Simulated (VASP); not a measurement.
# Pb (Fm-3m) in VASP: single point with PBEsol

Aim: the single point of Pb with PBEsol.

Everything below comes from runs of VASP 6.6.1. Logs are shortened: lines on timing, memory, paths and dates and some standing lists are left out, and cuts for length are marked.

### 1 The cell of the first run

Symmetry: Fm-3m, No. 225, cubic system. Conventional cell: a = 4.950 Å, b = 4.950 Å, c = 4.950 Å, α = 90.00°, β = 90.00°, γ = 90.00°. Within 4.6 Å of Pb (site symmetry m-3m) lie 12 Pb at 3.50 Å.

### 2 Single point, PBEsol

Input file INCAR:

```
SYSTEM = Pb
ALGO = Normal ; EDIFF = 1E-6
ENCUT = 520 ; GGA = PS
ISIF = 2 ; ISMEAR = 0
LASPH = .True. ; LCHARG = .True.
LELF = .True. ; LREAL = .False.
LVHAR = .True. ; LWAVE = .False.
NBANDS = 13 ; NELM = 100
PREC = Accurate ; SIGMA = 0.05
```

Input file KPOINTS:

```
k-points
0
Gamma
  12 12 12
  0 0 0
```

Input file POSCAR:

```
Pb
1.0
    0.0000000000      2.4749988096      2.4749988096
    2.4749988096      0.0000000000      2.4749988096
    2.4749988096      2.4749988096      0.0000000000
Pb
1
Direct
    0.0000000000      0.0000000000      0.0000000000
```

Potentials or basis: VASP PAW PBE potentials, release 64 (Pb_d).

Command:

```bash
$ cat potpaw_PBE.64/Pb_d/POTCAR > POTCAR
$ mpirun -np 1 vasp_std > vasp.out
```

OUTCAR:

```text
SYSTEM = Pb
   EDIFF = 1E-6
   ENCUT = 520
   GGA = PS
   ISIF = 2
   ISMEAR = 0
   LASPH = .True.
   LREAL = .False.
   NELM = 100
   PREC = Accurate

 ion  position               nearest neighbor table
   1  0.000  0.000  0.000-

  LATTYP: Found a face centered cubic cell.
 ALAT       =     4.9499976192

  Lattice vectors:

 A1 = (   0.0000000000,   2.4749988096,   2.4749988096)
 A2 = (   2.4749988096,   0.0000000000,   2.4749988096)
 A3 = (   2.4749988096,   2.4749988096,   0.0000000000)

Analysis of symmetry for initial positions (statically):
=====================================================================
 Subroutine PRICEL returns:
 Original cell was already a primitive cell.

 Routine SETGRP: Setting up the symmetry group for a
 face centered cubic supercell.

 Subroutine GETGRP returns: Found 48 space group operations
 (whereof 48 operations were pure point group operations)
 out of a pool of 48 trial point group operations.

The static configuration has the point symmetry O_h .

Analysis of symmetry for dynamics (positions and initial velocities):
=====================================================================
 Subroutine PRICEL returns:
 Original cell was already a primitive cell.

 Routine SETGRP: Setting up the symmetry group for a
 face centered cubic supercell.

 Subroutine GETGRP returns: Found 48 space group operations
 (whereof 48 operations were pure point group operations)
 out of a pool of 48 trial point group operations.

The dynamic configuration has the point symmetry O_h .

 Subroutine INISYM returns: Found 48 space group operations
 (whereof 48 operations are pure point group operations),
 and found     1 'primitive' translations

----------------------------------------------------------------------------------------

                                     Primitive cell

  volume of cell :      30.3218

  direct lattice vectors                    reciprocal lattice vectors
     0.000000000  2.474998810  2.474998810    -0.202020299  0.202020299  0.202020299
     2.474998810  0.000000000  2.474998810     0.202020299 -0.202020299  0.202020299
     2.474998810  2.474998810  0.000000000     0.202020299  0.202020299 -0.202020299

  length of vectors
     3.500176883  3.500176883  3.500176883     0.349909422  0.349909422  0.349909422

  position of ions in fractional coordinates (direct lattice)
     0.000000000  0.000000000  0.000000000

  ion indices of the primitive-cell ions
   primitive index   ion index
                 1           1

----------------------------------------------------------------------------------------

 KPOINTS: k-points

Automatic generation of k-mesh.
 Grid dimensions read from file:
 generate k-points for:   12   12   12

 Generating k-lattice:

  Cartesian coordinates                     Fractional coordinates (reciprocal lattice)
    -0.016835025  0.016835025  0.016835025     0.083333333  0.000000000  0.000000000
     0.016835025 -0.016835025  0.016835025     0.000000000  0.083333333  0.000000000
     0.016835025  0.016835025 -0.016835025     0.000000000  0.000000000  0.083333333

  Length of vectors
     0.029159119  0.029159119  0.029159119

  Shift w.r.t. Gamma in fractional coordinates (k-lattice)
     0.000000000  0.000000000  0.000000000

 Subroutine IBZKPT returns following result:
 ===========================================

 Found     72 irreducible k-points:

 Following reciprocal coordinates:
            Coordinates               Weight
  0.000000  0.000000  0.000000      1.000000
  0.083333  0.000000  0.000000      8.000000
  0.166667  0.000000  0.000000      8.000000
  0.250000  0.000000  0.000000      8.000000
  0.333333  0.000000  0.000000      8.000000
  0.416667  0.000000  0.000000      8.000000
[... 16 lines left out ...]
  0.500000  0.166667  0.000000     24.000000
 -0.416667  0.166667  0.000000     24.000000
 [... further k-points ...]
   k-points           NKPTS =     72   k-points in BZ     NKDIM =     72   number of bands    NBANDS=     13
   number of dos      NEDOS =    301   number of ions     NIONS =      1
   total plane-waves  NPLWV =  21952
   dimension x,y,z NGX =    28 NGY =   28 NGZ =   28
   dimension x,y,z NGXF=    56 NGYF=   56 NGZF=   56
   ions per type =               1
   NGX,Y,Z   is equivalent  to a cutoff of  13.30, 13.30, 13.30 a.u.
   NGXF,Y,Z  is equivalent  to a cutoff of  26.60, 26.60, 26.60 a.u.
 SYSTEM =  Pb
   PREC   = accura    normal or accurate (medium, high low for compatibility)
   ISTART =      0    job   : 0-new  1-cont  2-samecut
   ICHARG =      2    charge: 1-file 2-atom 10-const
   ISPIN  =      1    spin polarized calculation?
   LNONCOLLINEAR =      F non collinear calculations
   LSORBIT =      F    spin-orbit coupling
   LASPH  =      T    aspherical Exc in radial PAW
   ENCUT  =  520.0 eV  38.22 Ry    6.18 a.u.   6.51  6.51  6.51*2*pi/ulx,y,z
   NELM   =    100;   NELMIN=  2; NELMDL= -5     # of ELM steps
   EDIFF  = 0.1E-05   stopping-criterion for ELM
   LREAL  =      F    real-space projection
   EDIFFG = 0.1E-04   stopping-criterion for IOM
   NSW    =      0    number of steps for IOM
   IBRION =     -1    ionic relax: 0-MD 1-quasi-New 2-CG
   NFREE  =      0    steps in history (QN), initial steepest desc. (CG)
   ISIF   =      2    stress and relaxation
   ISYM   =      2    0-nonsym 1-usesym 2-fastsym
   POTIM  = 0.5000    time-step for ionic-motion
   TEBEG  =    0.0;   TEEND  =   0.0 temperature during run
   PSTRESS=    0.0 pullay stress
   NELECT =      14.0000    total number of electrons
   NUPDOWN=      -1.0000    fix difference up-down
   EMIN   =  10.00;   EMAX   =-10.00  energy-range for DOS
[... 5 lines left out ...]
     AMIX     =   0.40;   BMIX     =  1.00
     AMIX_MAG =   1.60;   BMIX_MAG =  1.00
  volume/ion in A,a.u.               =      30.32       204.62
  Fermi-wavevector in a.u.,A,eV,Ry     =   1.265317  2.391102 21.783280  1.601026
  Thomas-Fermi vector in A             =   2.398576
   LORBIT       =      0    0 simple, 1 ext, 2 COOP (PROOUT), +10 PAW based schemes
   GGA     = PS    functional components
   LHFCALC =     F    Hartree Fock is set to
   AEXX    =    0.0000 exact exchange contribution
   IVDW    =     0    specifies the selected vdW correction
   LEPSILON=     F    determine dielectric tensor
   LRPA    =     F    only Hartree local field effects (RPA)
 non-spin polarized calculation
 Gauss-broadening in eV      SIGMA  =   0.05
  energy-cutoff  :      520.00
  volume of cell :       30.32
 maximum number of plane-waves:       869
 NGX is ok and might be reduce to    28
   NGX = 13   NGY = 13   NGZ = 13

 number of electron      13.9999999 magnetization

 Free energy of the ion-electron system (eV)
  ---------------------------------------------------
  ext. energy  EPLUGINS =         0.00000000
  ---------------------------------------------------
  free energy    TOTEN  =        -3.98411067 eV

  energy without entropy =       -3.98261229  energy(sigma->0) =       -3.98336148

 E-fermi :   7.1279     XC(G=0): -10.3396

 val. band max:        7.1246286399   @ k =  -0.2500   0.0833   0.0000
 cond. band min:       7.1936577322   @ k =  -0.4167   0.4167   0.0833
 fundamental gap:      0.0690290923
 Fermi energy:         7.1278842267

 k-point     1 :       0.0000    0.0000    0.0000
  band No.  band energies     occupation
      1      -9.8785      2.00000
      2      -9.8785      2.00000
      3      -9.8785      2.00000
      4      -9.7367      2.00000
      5      -9.7367      2.00000
      6      -4.6649      2.00000
      7      14.5152      0.00000
      8      14.5152      0.00000
      9      14.5152      0.00000
     10      16.8657      0.00000
     11      18.4185      0.00000
     12      19.5816      0.00000
     13      19.5816      0.00000

 k-point     2 :       0.0833    0.0000    0.0000
  band No.  band energies     occupation
      1      -9.8787      2.00000
      2      -9.8685      2.00000
      3      -9.8685      2.00000
      4      -9.7372      2.00000
      5      -9.7372      2.00000
      6      -4.5311      2.00000
      7      12.9806      0.00000
      8      14.3492      0.00000
      9      14.3492      0.00000
     10      16.5853      0.00000
     11      19.0791      0.00000
     12      19.8781      0.00000
     13      19.8781      0.00000

 k-point     3 :       0.1667    0.0000    0.0000
  band No.  band energies     occupation
      1      -9.8810      2.00000
      2      -9.8486      2.00000
      3      -9.8486      2.00000
      4      -9.7309      2.00000
      5      -9.7309      2.00000
      6      -4.1293      2.00000
      7      10.3948      0.00000
      8      13.9477      0.00000
      9      13.9477      0.00000
     10      16.2706      0.00000
     11      19.6970      0.00000
     12      20.2426      0.00000
     13      20.2451      0.00000
[... 305 lines left out ...]
 k-point    23 :       0.5000    0.1667    0.0000
  band No.  band energies     occupation
      1      -9.9126      2.00000
      2      -9.8400      2.00000
      3      -9.8007      2.00000
      4      -9.6736      2.00000
      5      -9.5969      2.00000
      6      -0.9215      2.00000
      7       3.7827      2.00000
      8       9.7787      0.00000
      9      11.4093      0.00000
     10      14.6715      0.00000
     11      19.4137      0.00000
     12      20.2153      0.00000
     13      21.3756      0.00000

 k-point    24 :      -0.4167    0.1667    0.0000
  band No.  band energies     occupation
      1      -9.8989      2.00000
      2      -9.8421      2.00000
      3      -9.8066      2.00000
      4      -9.6544      2.00000
      5      -9.6185      2.00000
      6      -0.7496      2.00000
      7       3.5381      2.00000
      8       9.3201      0.00000
      9      11.8462      0.00000
     10      14.9243      0.00000
     11      18.9944      0.00000
     12      19.7869      0.00000
     13      22.2077      0.00000

 [... further k-points ...]

------------------------ aborting loop because EDIFF is reached ----------------------------------------

  FORCE on cell =-STRESS in cart. coord.  units (eV):
  Direction    XX          YY          ZZ          XY          YZ          ZX
  --------------------------------------------------------------------------------------
  -------------------------------------------------------------------------------------
  Total       -0.0392538     -0.0392538     -0.0392538      0.0000000     -0.0000000      0.0000000
  in kB       -2.0741354     -2.0741354     -2.0741354      0.0000000     -0.0000000      0.0000000
  external PRESSURE =      -2.0741354 kB  Pullay stress =       0.0000000 kB

 VOLUME and BASIS-vectors are now :
 -----------------------------------------------------------------------------
  energy-cutoff  :      520.00
  volume of cell :       30.32
      direct lattice vectors                 reciprocal lattice vectors
     0.000000000  2.474998810  2.474998810    -0.202020299  0.202020299  0.202020299
     2.474998810  0.000000000  2.474998810     0.202020299 -0.202020299  0.202020299
     2.474998810  2.474998810  0.000000000     0.202020299  0.202020299 -0.202020299

 POSITION                                       TOTAL-FORCE (eV/Angst)
 -----------------------------------------------------------------------------------
      0.00000      0.00000      0.00000         0.000000      0.000000      0.000000
 -----------------------------------------------------------------------------------
    total drift:                               -0.000000     -0.000000     -0.000000

  FREE ENERGIE OF THE ION-ELECTRON SYSTEM (eV)
  ---------------------------------------------------
  free  energy   TOTEN  =        -3.9841106689 eV

  energy  without entropy=       -3.9826122880  energy(sigma->0) =       -3.98336148
```

It took 15 s on 1 thread of Intel Xeon Platinum 8488C (Sapphire Rapids), shared host; peak memory 0.17 GiB.

Results:

| Quantity | Value |
| --- | --- |
| Free energy | -3.9841 eV |
| Pressure | -0.2 GPa |
| Band gap on the k mesh | zero (band 7 reaches 14.52 eV, above the bottom of band 8 at 5.55 eV) |

Caveat: the PAW data sets were made with another functional, which shifts forces and pressure a little; spin-orbit coupling is left out, which moves the levels of the heavy elements.
